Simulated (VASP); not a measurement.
# Mg2C3 (C2/m) in VASP: a series of runs, part 2 of 2

VASP 6.6.1.

**3. Single point, HSE06+D3(BJ)**

Contents of POSCAR:

```
Mg2C3
1.0
    2.4063201191     -2.3426107354     -0.0056849748
    2.4063201191      2.3426107354     -0.0056849748
   -1.2337819514      0.0000000000      4.8699367886
Mg C
2 3
Direct
    0.8094807413      0.8094807413      0.1980806852
    0.1905192587      0.1905192587      0.8019193148
    0.3021865357      0.3021865357      0.2622175095
    0.6978134643      0.6978134643      0.7377824905
    0.5000000000      0.5000000000      0.5000000000
```

Contents of INCAR.step1:

```
SYSTEM = Mg2C3
PREC = Accurate ; ENCUT = 520
EDIFF = 1E-5 ; ISMEAR = 0
SIGMA = 0.05 ; LREAL = .FALSE.
LASPH = .TRUE. ; NELM = 60
ALGO = Normal ; ISIF = 2
LWAVE = .TRUE. ; LCHARG = .FALSE.
GGA = PE ; NBANDS = 16
```

Contents of INCAR.step2:

```
SYSTEM = Mg2C3
PREC = Accurate ; ENCUT = 520
EDIFF = 1E-7 ; ISMEAR = 0
SIGMA = 0.05 ; LREAL = .FALSE.
LASPH = .TRUE. ; NELM = 60
ALGO = Normal ; ISIF = 2
LWAVE = .FALSE. ; LCHARG = .FALSE.
GGA = PE ; LHFCALC = .TRUE.
HFSCREEN = 0.2079 ; PRECFOCK = Fast
IVDW = 12 ; ISTART = 1
VDW_S6 = 1.0 ; VDW_S8 = 2.31
VDW_A1 = 0.383 ; VDW_A2 = 5.685
NBANDS = 16
```

Contents of KPOINTS:

```
regular mesh
0
G
  4 4 4
  0 0 0
```

Potentials or basis: VASP PAW PBE potentials, release 64 (Mg, C).

Command:

```console
> cat potpaw_PBE.64/Mg/POTCAR potpaw_PBE.64/C/POTCAR > POTCAR
> cp INCAR.step1 INCAR
> mpirun -np 1 vasp_std > vasp.out
> cp INCAR.step2 INCAR
> mpirun -np 1 vasp_std > vasp.out
```

OUTCAR:

```text
SYSTEM = Mg2C3
   PREC = Accurate
   ENCUT = 520
   EDIFF = 1E-7
   ISMEAR = 0
   LREAL = .FALSE.
   LASPH = .TRUE.
   NELM = 60
   ISIF = 2
   GGA = PE
   LHFCALC = .TRUE.
   HFSCREEN = 0.2079
   PRECFOCK = Fast
   IVDW = 12
   ISTART = 1
 IVDW          = 12

 ion  position               nearest neighbor table
   1  0.809  0.809  0.198-   4 2.24   3 2.31   3 2.37   3 2.37   5 2.37   3 2.54   5 2.82   5 2.82
                             2 3.02   2 3.04   2 3.04   2 3.13   2 3.15
   2  0.191  0.191  0.802-   3 2.24   4 2.31   4 2.37   4 2.37   5 2.37   4 2.54   5 2.82   5 2.82
                             1 3.02   1 3.04   1 3.04   1 3.13   1 3.15
   3  0.302  0.302  0.262-   5 1.33   2 2.24   1 2.31   1 2.37   1 2.37   1 2.54
   4  0.698  0.698  0.738-   5 1.33   1 2.24   2 2.31   2 2.37   2 2.37   2 2.54
   5  0.500  0.500  0.500-   3 1.33   4 1.33   1 2.37   2 2.37   2 2.82   2 2.82   1 2.82   1 2.82

  LATTYP: Found a base centered monoclinic cell.
 ALAT       =     4.8126536690
 B/A-ratio  =     0.9735214277
 C/A-ratio  =     1.0438718335
 COS(beta)  =    -0.2478771794

  Lattice vectors:

 A1 = (   2.4063201191,  -2.3426107354,  -0.0056849748)
 A2 = (   2.4063201191,   2.3426107354,  -0.0056849748)
 A3 = (  -1.2337819514,   0.0000000000,   4.8699367886)

Analysis of symmetry for initial positions (statically):
=====================================================================
 Subroutine PRICEL returns:
 Original cell was already a primitive cell.

 Routine SETGRP: Setting up the symmetry group for a
 base centered monoclinic supercell.

 Subroutine GETGRP returns: Found  4 space group operations
 (whereof  4 operations were pure point group operations)
 out of a pool of  4 trial point group operations.

The static configuration has the point symmetry C_2h.

Analysis of symmetry for dynamics (positions and initial velocities):
[... 146 lines left out ...]
   NKREDY  =     1    reduce k-point grid by
   NKREDZ  =     1    reduce k-point grid by
   AEXX    =    0.2500 exact exchange contribution
   HFSCREEN=    0.2079 screening length (either q_TF or 0.3 A-1)
   HFSCREENC=   0.2079 screening length for correlation (either q_TF or 0.3 A-1)
   ENCUTFOCK=  -1.0 apply spherical cutoff to Coloumb kernel
   IVDW    =    12    specifies the selected vdW correction
   LEPSILON=     F    determine dielectric tensor
   LRPA    =     F    only Hartree local field effects (RPA)
 non-spin polarized calculation
 Gauss-broadening in eV      SIGMA  =   0.05
  energy-cutoff  :      520.00
  volume of cell :       54.87
 maximum number of plane-waves:      1494
 NGX is ok and might be reduce to    28
  NGX = 14; NGY = 14; NGZ = 20

 number of electron      15.9999998 magnetization

 Free energy of the ion-electron system (eV)
  ---------------------------------------------------
  ext. energy  EPLUGINS =         0.00000000
  ---------------------------------------------------
  free energy    TOTEN  =       -33.77626267 eV

  energy without entropy =      -33.77626267  energy(sigma->0) =      -33.77626267

 E-fermi :   4.4604     XC(G=0):  -8.5927

 val. band max:        4.1631473606   @ k =  -0.0000  -0.0000   0.5000
 cond. band min:       6.5416176898   @ k =   0.5000   0.5000   0.0000
 fundamental gap:      2.3784703292
 Fermi energy:         4.4603627443

 k-point     1 :       0.0000    0.0000    0.0000
  band No.  band energies     occupation
      1     -13.7146      2.00000
      2      -9.4000      2.00000
      3      -4.2596      2.00000
      4      -0.4181      2.00000
      5       0.3731      2.00000
      6       0.6327      2.00000
[... 433 lines left out ...]
      3      -2.7889      2.00000
      4      -2.3964      2.00000
      5      -1.7626      2.00000
      6      -0.4061      2.00000
[... 8 lines left out ...]
     15      14.7189      0.00000
     16      15.8431      0.00000

------------------------ aborting loop because EDIFF is reached ----------------------------------------

 Edisp (eV)   -1.32604

 E8    (eV) :    -0.7925

  FORCE on cell =-STRESS in cart. coord.  units (eV):
  Direction    XX          YY          ZZ          XY          YZ          ZX
  --------------------------------------------------------------------------------------
  -------------------------------------------------------------------------------------
  Total      -2.20740    -1.90909    -3.09342     0.00000     0.00000    -0.71160
  in kB     -64.45337   -55.74288   -90.32400     0.00000     0.00000   -20.77793
  external pressure =      -70.17 kB  Pullay stress =        0.00 kB

 VOLUME and BASIS-vectors are now :
 -----------------------------------------------------------------------------
  energy-cutoff  :      520.00
  volume of cell :       54.87
      direct lattice vectors                 reciprocal lattice vectors
     2.406320119 -2.342610735 -0.005684975     0.207910595 -0.213437082  0.052673443
     2.406320119  2.342610735 -0.005684975     0.207910595  0.213437082  0.052673443
    -1.233781951  0.000000000  4.869936789     0.000485413  0.000000000  0.205464452

 POSITION                                       TOTAL-FORCE (eV/Angst)
 -----------------------------------------------------------------------------------
      3.65135      0.00000      0.95544         0.001920      0.000000      0.014994
     -0.07249      0.00000      3.90313        -0.001920      0.000000     -0.014994
      1.13080      0.00000      1.27355         0.282362      0.000000      0.492412
      2.44806      0.00000      3.58502        -0.282362      0.000000     -0.492412
      1.78943      0.00000      2.42928         0.000000      0.000000      0.000000
 -----------------------------------------------------------------------------------
    total drift:                               -0.000000      0.000003     -0.000000

  FREE ENERGIE OF THE ION-ELECTRON SYSTEM (eV)
  ---------------------------------------------------
  free  energy   TOTEN  =       -35.1023011297 eV

  energy  without entropy=      -35.1023011297  energy(sigma->0) =      -35.10230113
```

Wall time 6.3 min (1 thread of Intel Xeon Platinum 8488C (Sapphire Rapids), shared host); peak memory 0.29 GiB.

Results:

```yaml
Free_energy: -35.1023 eV
Pressure: -7.0 GPa
Largest_force: 0.568 eV/Å
Band_gap_on_the_k_mesh: 2.38 eV (least direct gap 3.10 eV)
Dispersion_energy_per_atom: -0.265 eV
```

Forces on the atoms (eV/Å):
```
Mg   0.002  0.000  0.015
Mg  -0.002  0.000 -0.015
C    0.282  0.000  0.492
C   -0.282  0.000 -0.492
C    0.000  0.000  0.000
```

Stress tensor (GPa, compression positive):
```
-6.45  0.00 -2.08
 0.00 -5.57  0.00
-2.08  0.00 -9.03
```

Caveat: the k points lie up to 0.48 Å⁻¹ apart; the PAW data sets were made with another functional, which shifts forces and pressure a little. A k mesh can miss the band edges.
